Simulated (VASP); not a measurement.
Write the native input for VASP 6.6.1 that does the following.

```yaml
Task: single point
Functional: LDA
Potentials_or_basis: VASP PAW LDA potentials, release 64 (Al, P)
Cutoff: 500 eV
k_mesh: 12 × 12 × 12
Occupations: gaussian, width 0.02 eV
Spin: no spin polarisation
Dipole_correction: no
Further_INCAR_settings: ALGO = Normal; EDIFF = 1e-06; NBANDS = 11
```

The structure of AlP (kk07) lies in POSCAR:

```
AlP
1.0
    0.0000000000      2.7167806882      2.7167806882
    2.7167806882      0.0000000000      2.7167806882
    2.7167806882      2.7167806882      0.0000000000
Al P
1 1
Direct
    0.0000000000      0.0000000000      0.0000000000
    0.2500000000      0.2500000000      0.2500000000
```

The input as run:

INCAR

```
SYSTEM = AlP
ALGO = Normal
EDIFF = 1E-6
ENCUT = 500
GGA = CA
GGA_COMPAT = .False.
ISIF = 2
ISMEAR = 0
LASPH = .True.
LCHARG = .False.
LREAL = .False.
LWAVE = .False.
NBANDS = 11
NELM = 120
PREC = Accurate
SIGMA = 0.02
```

KPOINTS

```
k-points
0
Gamma
  12 12 12
  0 0 0
```

Potentials or basis: VASP PAW LDA potentials, release 64 (Al, P).

Command:

```console
$ cat potpaw_LDA.64/Al/POTCAR potpaw_LDA.64/P/POTCAR > POTCAR
$ mpirun -np 1 vasp_std > vasp.out
```

Results of the run:

```
Pressure               : 0.1 GPa
Band gap on the k mesh : 1.41 eV, indirect (least direct gap 3.24 eV)
```

It took 18 s on 1 thread of Intel(R) Xeon(R) Platinum 8559C (Emerald Rapids), with other jobs on the host, peak memory 0.15 GiB.
